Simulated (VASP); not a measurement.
# SnO2 (C2/m) in VASP: a series of runs, part 2 of 2

VASP 6.6.1. The steps go on from the part before.

## 3. Single point, PBE+D3(BJ)

This run uses another cell than the first one, of the same volume but with other edges.

Input file INCAR:

```
ALGO = Normal
EDIFF = 1E-6
ENCUT = 520
GGA = PE
ISIF = 2
ISMEAR = 0
IVDW = 12
LASPH = True
LCHARG = True
LELF = True
LREAL = False
LVHAR = True
LWAVE = False
NBANDS = 49
NELM = 60
PREC = Accurate
SIGMA = 0.05
```

Input file KPOINTS:

```
k-points
0
Gamma
  9 9 2
```

Input file POSCAR:

```
SnO2
1.0
   -3.2372529198      0.0000000000      0.0000000000
   -1.6186264599     -2.8035432670      0.0000000000
   -2.9135276278     -1.6821259603     13.6754773976
Sn O
3 6
Direct
    0.3842257432      0.3842257432      0.4707348724
    0.9058593022     -0.0941406978      0.1569011630
   -0.1374078157     -0.1374078157      0.7845685818
    0.5290662663      0.5290662663      0.2293340005
    0.4857991484     -0.5142008516      0.8570014193
    0.0074327074      0.0074327074      0.5431677099
    0.2393852201      0.2393852201      0.7121357442
    0.7610187791     -0.2389812209      0.3983020348
    0.2826523381      0.2826523381      0.0844683255
```

Potentials or basis: VASP PAW PBE potentials, release 64 (Sn_d, O).

Run with:

```console
$ cat potpaw_PBE.64/Sn_d/POTCAR potpaw_PBE.64/O/POTCAR > POTCAR
$ mpirun -np 1 vasp_std > vasp.out
```

It took 2.6 min on 1 thread of Intel Xeon 6975P-C (Granite Rapids), shared host; peak memory 0.38 GiB.

It converged, with:

- Free energy: -56.1800 eV
- Pressure: 0.4 GPa
- Largest force: 0.209 eV/Å
- Band gap on the k mesh: 1.74 eV, indirect (least direct gap 1.82 eV)
- Dispersion energy per atom: -0.189 eV

Forces in eV/Å, atoms in the order of the input:
```
Sn   0.000  0.000  0.000
Sn  -0.001 -0.001  0.137
Sn   0.001  0.001 -0.137
O    0.001  0.000  0.062
O   -0.019 -0.011  0.208
O    0.000  0.000  0.055
O   -0.001  0.000 -0.062
O    0.000  0.000 -0.055
O    0.019  0.011 -0.208
```

Stress tensor (GPa, compression positive):
```
0.23 0.01 0.07
0.01 0.22 0.04
0.07 0.04 0.62
```

Levels at points of the mesh, in eV from the valence-band top:
| k point | band 35 | band 36 | band 37 | band 38 | band 39 | band 40 | band 41 | band 42 | band 43 | band 44 |
| --- | --- | --- | --- | --- | --- | --- | --- | --- | --- | --- |
| (0.00, 0.00, 0.00) | -1.05 | -1.05 | -1.00 | -1.00 | -0.08 | 1.74 | 2.80 | 3.19 | 5.54 | 5.61 |
| (0.00, 0.00, 0.50) | -1.03 | -1.01 | -1.01 | -0.70 | -0.38 | 2.07 | 2.37 | 3.37 | 5.48 | 5.73 |

Caveat: spin-orbit coupling is left out, which moves the levels of the heavy elements. A k mesh can miss the band edges.

## 4. Single point, PBE+D3(BJ)

This run uses another cell than the first one, of 15.81 Å³/atom, 1.146 times its volume.

Input file INCAR:

```
PREC     = Accurate       # precision mode
ENCUT    = 520            # plane-wave cutoff, eV
EDIFF    = 1E-6           # SCF threshold, eV
ISMEAR   = 0              # smearing method
SIGMA    = 0.05           # smearing width, eV
LREAL    = False          # projectors in reciprocal space
LASPH    = True           # aspherical terms in the spheres
NELM     = 60             # most SCF steps
ALGO     = Normal         # electronic algorithm
ISIF     = 2              # what is computed and relaxed
LWAVE    = False          # write WAVECAR
LCHARG   = True           # write CHGCAR
GGA      = PE             # functional
IVDW     = 12             # dispersion correction
LELF     = True           # ELF
LVHAR    = True         
NBANDS   = 49             # bands
```

Input file KPOINTS:

```
Automatic mesh
0
Gamma
  9 9 2
```

Input file POSCAR:

```
SnO2
1.0
   -3.2372529198      0.0000000000      0.0000000000
   -1.6186264599     -2.8035432670      0.0000000000
   -4.3702914417     -2.5231889404     15.6754773976
Sn O
3 6
Direct
    0.2970593144      0.2970593144      0.4106748359
    0.8768057630     -0.1231942370      0.1368824855
   -0.2826871342     -0.2826871342      0.6844671862
    0.4866002690      0.4866002690      0.2000737752
    0.3271073717     -0.6728926283      0.7476584759
   -0.0931461796     -0.0931461796      0.4738661255
    0.1075183598      0.1075183598      0.6212758966
    0.6872648084     -0.3127351916      0.3474835462
    0.2670112570      0.2670112570      0.0736911959
```

Run with:

```console
$ cat potpaw_PBE.64/Sn_d/POTCAR potpaw_PBE.64/O/POTCAR > POTCAR
$ mpirun -np 1 vasp_std > vasp.out
```

Wall time 4.4 min (1 thread of AMD EPYC 7R13 (Zen 3), shared host); peak memory 0.39 GiB.

Results (log left out):

```yaml
Free_energy: -56.0881 eV
Pressure: 0.4 GPa
Largest_force: 0.246 eV/Å
Band_gap_on_the_k_mesh: 1.93 eV, indirect (least direct gap 2.10 eV)
Dispersion_energy_per_atom: -0.175 eV
```

Forces in eV/Å, atoms in the order of the input:
```
Sn   0.000  0.000  0.000
Sn   0.000  0.000  0.144
Sn   0.000  0.000 -0.144
O    0.000  0.000  0.068
O    0.000  0.000  0.246
O    0.000  0.000  0.054
O    0.000  0.000 -0.068
O    0.000  0.000 -0.054
O    0.000  0.000 -0.246
```

Stress tensor (GPa, compression positive):
```
0.35 0.00 0.00
0.00 0.34 0.00
0.00 0.00 0.50
```

Levels at points of the mesh, in eV from the valence-band top:
```tsv
k point	band 37	band 38	band 39	band 40	band 41	band 42
(0.00, 0.00, 0.00)	-0.94	-0.86	-0.17	1.93	2.64	3.30
(0.00, 0.00, 0.50)	-0.94	-0.83	-0.19	1.98	2.58	3.33
```

Caveat: spin-orbit coupling is left out, which moves the levels of the heavy elements. A k mesh can miss the band edges.

## 5. Single point, PBE+D3(BJ)

This run uses another cell than the first one, of 12.98 Å³/atom, 0.942 times its volume.

Input file INCAR:

```
PREC = Accurate ; ENCUT = 520
EDIFF = 1E-6 ; ISMEAR = 0
SIGMA = 0.05 ; LREAL = F
LASPH = T ; NELM = 100
ALGO = Normal ; ISIF = 2
LWAVE = F ; LCHARG = F
GGA = PE ; IVDW = 12
NBANDS = 49
```

KPOINTS is that of step 4.

Input file POSCAR:

```
SnO2
1.0
   -3.2372529198      0.0000000000      0.0000000000
   -1.6186264599     -2.8035432670      0.0000000000
   -2.4279396898     -1.4017716336     12.8754773976
Sn O
3 6
Direct
    0.4166750000      0.4166750000      0.4999833333
    0.9166750000     -0.0833250000      0.1666500000
   -0.0833250000     -0.0833250000      0.8333166667
    0.5448749907      0.5448749907      0.2435833518
    0.5448749908     -0.4551250092      0.9102500185
    0.0448749907      0.0448749907      0.5769166852
    0.2884750092      0.2884750092      0.7563833148
    0.7884750092     -0.2115249908      0.4230499815
    0.2884750093      0.2884750092      0.0897166482
```

Run with:

```console
$ cat potpaw_PBE.64/Sn_d/POTCAR potpaw_PBE.64/O/POTCAR > POTCAR
$ mpirun -np 1 vasp_std > vasp.out
```

It took 6.1 min on 1 thread of Oxide Virtual Turin-like, shared host; peak memory 0.33 GiB.

It converged, with:

```yaml
Free_energy: -56.0669 eV
Pressure: 1.4 GPa
Largest_force: 0.493 eV/Å
Band_gap_on_the_k_mesh: 1.40 eV, indirect (least direct gap 1.42 eV)
Dispersion_energy_per_atom: -0.201 eV
```

Forces on the atoms (eV/Å):
```
Sn   0.000  0.000  0.000
Sn  -0.031 -0.018  0.296
Sn   0.031  0.018 -0.296
O    0.003  0.002  0.052
O   -0.329 -0.190 -0.314
O    0.000  0.000  0.057
O   -0.003 -0.002 -0.052
O    0.000  0.000 -0.057
O    0.329  0.190  0.314
```

Stress tensor (GPa, compression positive):
```
0.58 0.19 0.89
0.19 0.36 0.51
0.89 0.51 3.12
```

Levels at points of the mesh, in eV from the valence-band top:
```csv
k point,band 36,band 37,band 38,band 39,band 40,band 41,band 42,band 43
"(0.00, 0.00, 0.00)",-1.25,-1.23,-1.21,-0.02,1.40,2.93,2.93,5.24
"(0.00, 0.00, 0.50)",-1.23,-1.22,-0.74,-0.59,2.01,2.08,3.33,5.19
```

Caveat: spin-orbit coupling is left out, which moves the levels of the heavy elements. A k mesh can miss the band edges.

## 6. Single point, PBE+D3(BJ)

This run uses another cell than the first one, of 12.98 Å³/atom, 0.942 times its volume.

Input file INCAR:

```
SYSTEM = SnO2
PREC = Accurate ; ENCUT = 520
EDIFF = 1E-6 ; ISMEAR = 0
SIGMA = 0.05 ; LREAL = .False.
LASPH = .True. ; NELM = 80
ALGO = Normal ; ISIF = 2
LWAVE = .False. ; LCHARG = .True.
GGA = PE ; IVDW = 12
LELF = .True. ; LVHAR = .True.
NBANDS = 49
```

Input file KPOINTS:

```
Automatic mesh
0
Gamma
  9 9 2
  0 0 0
```

Input file POSCAR:

```
SnO2
1.0
   -3.2372529198      0.0000000000      0.0000000000
   -1.6186264599     -2.8035432670      0.0000000000
   -0.4855879380     -0.2803543268     12.8754773976
Sn O
3 6
Direct
    0.6166683333      0.6166683333      0.4999833333
    0.9833350000     -0.0166650000      0.1666500000
    0.2500016667      0.2500016667      0.8333166667
    0.6423083315      0.6423083315      0.2435833518
    0.9089749982     -0.0910250019      0.9102500185
    0.2756416648      0.2756416648      0.5769166852
    0.5910283352      0.5910283352      0.7563833148
    0.9576950018     -0.0423049982      0.4230499815
    0.3243616685      0.3243616685      0.0897166482
```

Potentials or basis: VASP PAW PBE potentials, release 64 (Sn_d, O).

Run with:

```console
$ cat potpaw_PBE.64/Sn_d/POTCAR potpaw_PBE.64/O/POTCAR > POTCAR
$ mpirun -np 1 vasp_std > vasp.out
```

Run time: 5.9 min. Hardware: 1 thread of Oxide Virtual Turin-like, shared host; peak memory 0.33 GiB.

The run converged. Its results:

```
Free energy                : -56.2603 eV
Pressure                   : 0.8 GPa
Largest force              : 0.078 eV/Å
Band gap on the k mesh     : 1.53 eV, indirect (the least direct gap lies 2.3 meV higher)
Dispersion energy per atom : -0.201 eV
```

Forces on the atoms (eV/Å):
```
Sn   0.000  0.000  0.000
Sn   0.037  0.021  0.065
Sn  -0.037 -0.021 -0.065
O    0.012  0.007  0.056
O   -0.053 -0.031  0.007
O    0.000  0.000  0.056
O   -0.012 -0.007 -0.056
O    0.000  0.000 -0.056
O    0.053  0.031 -0.007
```

Stress tensor (GPa, compression positive):
```
 0.54 -0.45  0.49
-0.45  1.07  0.28
 0.49  0.28  0.77
```

Levels at points of the mesh, in eV from the valence-band top:
| k point | band 37 | band 38 | band 39 | band 40 | band 41 | band 42 |
| --- | --- | --- | --- | --- | --- | --- |
| (0.00, 0.00, 0.00) | -1.12 | -1.08 | 0.00 | 1.53 | 3.06 | 3.06 |
| (0.00, 0.00, 0.50) | -1.07 | -0.63 | -0.61 | 2.17 | 2.18 | 3.46 |

Caveat: spin-orbit coupling is left out, which moves the levels of the heavy elements. As with any semilocal functional, this PBE gap is likely too small.

## 7. Overview

| cell | gap on the mesh (eV) | pressure (GPa) | largest force (eV/Å) |
| --- | --- | --- | --- |
| a = 3.237, b = 3.237, c = 14.392 Å, angles 74.3, 74.3, 60.0°, 9 atoms | 1.75 | 0.3 | 0.23 |
| a = 3.237, b = 3.237, c = 14.083 Å, angles 78.1, 78.1, 60.0°, 9 atoms | 1.74 | 0.4 | 0.21 |
| a = 3.237, b = 3.237, c = 16.468 Å, angles 74.6, 74.6, 60.0°, 9 atoms | 1.93 | 0.4 | 0.25 |
| a = 3.237, b = 3.237, c = 13.177 Å, angles 79.4, 79.4, 60.0°, 9 atoms | 1.40 | 1.4 | 0.49 |
| a = 3.237, b = 3.237, c = 12.888 Å, angles 87.8, 87.8, 60.0°, 9 atoms | 1.53 | 0.8 | 0.08 |

Alike in all rows: task single point; level PBE+D3(BJ); potentials or basis VASP PAW PBE potentials, release 64 (Sn_d, O); no spin polarisation; k mesh 9 × 9 × 2; cutoff (eV) 520; smearing gaussian 0.05 eV.

Caveats: spin-orbit coupling is left out, which moves the levels of the heavy elements.

Total energies depend on the potentials used, so only differences within one code and one set of settings carry meaning.
